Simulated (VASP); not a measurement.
# La (Im-3m) in VASP: notebook, part 2 of 2

VASP 6.6.1. The steps go on from the part before.

### Step 4. Single point, PBE

This run uses another cell than the first one, of 37.98 Å³/atom, 1.087 times its volume.

INCAR

```
PREC = Accurate
ENCUT = 520
EDIFF = 1E-6
ISMEAR = -1
SIGMA = 0.1
LREAL = F
LASPH = T
NELM = 80
ALGO = Normal
ISIF = 2
LWAVE = F
LCHARG = T
GGA = PE
LELF = T
LVHAR = T
NBANDS = 12
```

KPOINTS

```
regular mesh
0
Gamma
  12 12 12
```

POSCAR

```
La
1.0
   -2.1174800187      2.1174800187      2.1174800187
    2.1174800187     -2.1174800187      2.1174800187
    2.1174800187      2.1174800187     -2.1174800187
La
1
Direct
    0.0000000000      0.0000000000      0.0000000000
```

Potentials or basis: VASP PAW PBE potentials, release 64 (La).

Command:

```bash
$ cat potpaw_PBE.64/La/POTCAR > POTCAR
$ mpirun -np 1 vasp_std > vasp.out
```

OUTCAR:

```text
PREC = Accurate
   ENCUT = 520
   EDIFF = 1E-6
   ISMEAR = -1
   LREAL = F
   LASPH = T
   NELM = 80
   ISIF = 2
   GGA = PE

 ion  position               nearest neighbor table
   1  0.000  0.000  0.000-

  LATTYP: Found a body centered cubic cell.
 ALAT       =     4.2349600374

  Lattice vectors:

 A1 = (  -2.1174800187,   2.1174800187,   2.1174800187)
 A2 = (   2.1174800187,  -2.1174800187,   2.1174800187)
 A3 = (   2.1174800187,   2.1174800187,  -2.1174800187)

Analysis of symmetry for initial positions (statically):
=====================================================================
 Subroutine PRICEL returns:
 Original cell was already a primitive cell.

 Routine SETGRP: Setting up the symmetry group for a
 body centered cubic supercell.

 Subroutine GETGRP returns: Found 48 space group operations
 (whereof 48 operations were pure point group operations)
 out of a pool of 48 trial point group operations.

The static configuration has the point symmetry O_h .

Analysis of symmetry for dynamics (positions and initial velocities):
=====================================================================
 Subroutine PRICEL returns:
 Original cell was already a primitive cell.

 Routine SETGRP: Setting up the symmetry group for a
 body centered cubic supercell.

 Subroutine GETGRP returns: Found 48 space group operations
 (whereof 48 operations were pure point group operations)
 out of a pool of 48 trial point group operations.

The dynamic configuration has the point symmetry O_h .

 Subroutine INISYM returns: Found 48 space group operations
 (whereof 48 operations are pure point group operations),
 and found     1 'primitive' translations

----------------------------------------------------------------------------------------

                                     Primitive cell

  volume of cell :      37.9768

  direct lattice vectors                    reciprocal lattice vectors
[... 107 lines left out ...]
  Fermi-wavevector in a.u.,A,eV,Ry     =   1.083178  2.046909 15.963363  1.173274
  Thomas-Fermi vector in A             =   2.219237
   LORBIT       =      0    0 simple, 1 ext, 2 COOP (PROOUT), +10 PAW based schemes
   GGA     = PE    functional components
   LHFCALC =     F    Hartree Fock is set to
   AEXX    =    0.0000 exact exchange contribution
   IVDW    =     0    specifies the selected vdW correction
   LEPSILON=     F    determine dielectric tensor
   LRPA    =     F    only Hartree local field effects (RPA)
 non-spin polarized calculation
  energy-cutoff  :      520.00
  volume of cell :       37.98
 maximum number of plane-waves:      1055
   NGX = 13   NGY = 13   NGZ = 13

 number of electron      10.9999999 magnetization

 Free energy of the ion-electron system (eV)
  ---------------------------------------------------
  ext. energy  EPLUGINS =         0.00000000
  ---------------------------------------------------
  free energy    TOTEN  =        -4.80460790 eV

  energy without entropy =       -4.71877415  energy(sigma->0) =       -4.76169102

 E-fermi :   7.6569     XC(G=0):  -9.4710

 val. band max:        7.6468857460   @ k =   0.2500   0.0833   0.0833
 cond. band min:       7.6619238458   @ k =   0.5000   0.5000   0.0833
 fundamental gap:      0.0150380998
 Fermi energy:         7.6569150196

 k-point     1 :       0.0000    0.0000    0.0000
  band No.  band energies     occupation
      1     -25.2640      2.00000
      2      -8.2920      2.00000
      3      -8.2920      2.00000
      4      -8.2920      2.00000
      5       4.4600      2.00000
      6       9.1191      0.00000
      7       9.1191      0.00000
      8       9.1191      0.00000
      9       9.1455      0.00000
     10       9.1455      0.00000
     11       9.1455      0.00000
     12       9.8518      0.00000
[... 331 lines left out ...]
 k-point    24 :       0.4167    0.0833    0.0833
  band No.  band energies     occupation
      1     -25.0688      2.00000
      2      -9.5000      2.00000
      3      -8.7649      2.00000
      4      -8.4001      2.00000
      5       6.3157      2.00000
      6       7.4669      1.73977
      7       9.1736      0.00000
      8       9.2761      0.00000
      9       9.4694      0.00000
     10       9.6956      0.00000
     11       9.7279      0.00000
     12       9.7931      0.00000

 [... further k-points ...]
[... 5 lines left out ...]
  --------------------------------------------------------------------------------------
  -------------------------------------------------------------------------------------
  Total        0.0085171      0.0085171      0.0085171      0.0000000     -0.0000000      0.0000000
  in kB        0.3593220      0.3593220      0.3593220      0.0000000     -0.0000000      0.0000000
  external PRESSURE =       0.3593220 kB  Pullay stress =       0.0000000 kB

 VOLUME and BASIS-vectors are now :
 -----------------------------------------------------------------------------
  energy-cutoff  :      520.00
  volume of cell :       37.98
      direct lattice vectors                 reciprocal lattice vectors
    -2.117480019  2.117480019  2.117480019     0.000000000  0.236129737  0.236129737
     2.117480019 -2.117480019  2.117480019     0.236129737  0.000000000  0.236129737
     2.117480019  2.117480019 -2.117480019     0.236129737  0.236129737  0.000000000

 POSITION                                       TOTAL-FORCE (eV/Angst)
 -----------------------------------------------------------------------------------
      0.00000      0.00000      0.00000         0.000000     -0.000000      0.000000
 -----------------------------------------------------------------------------------
    total drift:                               -0.000000      0.000000      0.000000

  FREE ENERGIE OF THE ION-ELECTRON SYSTEM (eV)
  ---------------------------------------------------
  free  energy   TOTEN  =        -4.8046078956 eV

  energy  without entropy=       -4.7187741461  energy(sigma->0) =       -4.76169102
```

OSZICAR:

```text
N       E                     dE             d eps       ncg     rms          rms(c)
DAV:   1     0.966640826877E+02    0.96664E+02   -0.37587E+03  1768   0.113E+03
[... 12 lines left out ...]
DAV:  14    -0.480464252040E+01   -0.44206E-03   -0.17989E-03  3240   0.367E-01    0.114E-01
DAV:  15    -0.480462678486E+01    0.15736E-04   -0.20695E-05  3388   0.425E-02    0.916E-02
DAV:  16    -0.480461996859E+01    0.68163E-05   -0.60752E-05  3264   0.886E-02    0.375E-02
DAV:  17    -0.480461173861E+01    0.82300E-05   -0.23431E-05  3380   0.555E-02    0.516E-03
DAV:  18    -0.480460960913E+01    0.21295E-05   -0.61391E-07  2796   0.755E-03    0.560E-03
DAV:  19    -0.480460723691E+01    0.23722E-05   -0.69121E-06  3156   0.321E-02    0.133E-02
DAV:  20    -0.480460850330E+01   -0.12664E-05   -0.90142E-07  2884   0.120E-02    0.699E-03
DAV:  21    -0.480460789560E+01    0.60770E-06   -0.85235E-07  3120   0.108E-02
   1 F= -.48046079E+01 E0= -.47616910E+01  d E =-.858337E-01
```

stdout:

```text
POSCAR found type information on POSCAR La
 POSCAR found :  1 types and       1 ions
 scaLAPACK will be used
 LDA part: xc-table for (Slater+PW92), standard interpolation
 POSCAR, INCAR and KPOINTS ok, starting setup
 FFT: planning ... GRIDC
 FFT: planning ... GRID_SOFT
 FFT: planning ... GRID
 WAVECAR not read
 entering main loop
```

Wall time 50 s (1 thread of Intel Xeon Platinum 8375C at 2.90GHz (Ice Lake), shared host); peak memory 0.19 GiB.

What came out:

| Property | Result |
| --- | --- |
| Free energy | -4.8046 eV |
| Pressure | 0.0 GPa |

Levels at points of the mesh, in eV from the Fermi level:
```
           k point  band 2  band 3  band 4  band 5  band 6  band 7  band 8  band 9
(0.00, 0.00, 0.00)  -15.95  -15.95  -15.95   -3.20    1.46    1.46    1.46    1.49
(0.50, 0.00, 0.00)  -17.24  -16.35  -15.97   -1.78   -0.18    1.49    1.55    1.81
(0.50, 0.50, 0.50)  -16.82  -16.82  -16.82   -1.82   -1.82    1.63    1.78    1.78
```

Caveat: spin-orbit coupling is left out, which moves the levels of the heavy elements.

### Step 5. Single point, PBE (volume scaled by 1.04)

INCAR

```
SYSTEM = La
PREC = Accurate
ENCUT = 520
EDIFF = 1E-6
ISMEAR = -1
SIGMA = 0.1
LREAL = .FALSE.
LASPH = .TRUE.
NELM = 100
ALGO = Normal
ISIF = 2
LWAVE = .FALSE.
LCHARG = .FALSE.
GGA = PE
NBANDS = 12
```

KPOINTS

```
Automatic mesh
0
G
  12 12 12
  0 0 0
```

POSCAR

```
La
1.0
   -2.1453447933      2.1453447933      2.1453447933
    2.1453447933     -2.1453447933      2.1453447933
    2.1453447933      2.1453447933     -2.1453447933
La
1
Direct
    0.0000000000      0.0000000000      0.0000000000
```

Command:

```bash
$ cat potpaw_PBE.64/La/POTCAR > POTCAR
$ mpirun -np 1 vasp_std > vasp.out
```

It took 39 s on 1 thread of Intel Xeon Platinum 8375C at 2.90GHz (Ice Lake), shared host; peak memory 0.19 GiB.

It converged, with:

| Item | Value |
| --- | --- |
| Free energy | -4.8004 eV |
| Pressure | -0.9 GPa |

Levels at points of the mesh, in eV from the Fermi level:
| k point | band 2 | band 3 | band 4 | band 5 | band 6 | band 7 | band 8 | band 9 |
| --- | --- | --- | --- | --- | --- | --- | --- | --- |
| (0.00, 0.00, 0.00) | -16.08 | -16.08 | -16.08 | -3.22 | 1.42 | 1.42 | 1.42 | 1.42 |
| (0.50, 0.00, 0.00) | -17.23 | -16.45 | -16.10 | -1.73 | -0.15 | 1.42 | 1.46 | 1.72 |
| (0.50, 0.50, 0.50) | -16.86 | -16.86 | -16.86 | -1.72 | -1.72 | 1.55 | 1.68 | 1.68 |

Caveat: the cell differs from its parent crystal (volume scaled by 1.04); spin-orbit coupling is left out, which moves the levels of the heavy elements.

### Step 6. The runs side by side

| cell | gap on the mesh (eV) | pressure (GPa) |
| --- | --- | --- |
| a = 3.567 Å, angles 109.5°, 1 atom | none | 2.5 |
| a = 3.618 Å, angles 109.5°, 1 atom | none | 1.2 |
| a = 3.668 Å, angles 109.5°, 1 atom | none | 0.0 |
| a = 3.716 Å, angles 109.5°, 1 atom | none | -0.9 |

Alike in all rows: task single point; level PBE; potentials or basis VASP PAW PBE potentials, release 64 (La); no spin polarisation; k mesh 12 × 12 × 12; cutoff (eV) 520; smearing fermi-dirac 0.1 eV.

Caveats: spin-orbit coupling is left out, which moves the levels of the heavy elements.

Absolute energies hang on the potentials; compare differences alone.
